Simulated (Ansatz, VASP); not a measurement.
**PbSe: VASP beside Ansatz**

```
Pb Se
1.0
     0.00000    3.10500    3.10500
     3.10500    0.00000    3.10500
     3.10500    3.10500    0.00000
Pb Se
1 1
Cartesian
  0.0346 0.0346 0.0346
  3.1050 3.1050 3.1050
```

Alike in both runs: task single point; functional HSE06; k mesh 4 × 4 × 4; occupations fermi-dirac, width 0.05 eV; no spin polarisation.

```csv
,VASP,Ansatz
version,VASP 6.6.1,Ansatz 0.2.0 development build
potentials or method,"VASP PAW PBE potentials, release 64 (Pb_d, Se), cutoff 520 eV","plane waves, all-electron PAW datasets generated for the crystal"
```

VASP gave:

* gap on the k mesh at the Fermi level (eV): 0.88
* rms of the force components (eV/Å): 0.021

Q: Estimate Ansatz's values.

A: gap on the k mesh at the Fermi level (eV): 0.87; rms of the force components (eV/Å): 0.022.

Atom by atom the forces differ by 0.000 eV/Å (rms over components). Ansatz ran all-electron here, and VASP with PAW potentials. Ansatz's warnings: printed levels off.

The k mesh is coarse, so the values compare programs but aren't converged. Neither program's run includes spin-orbit coupling.
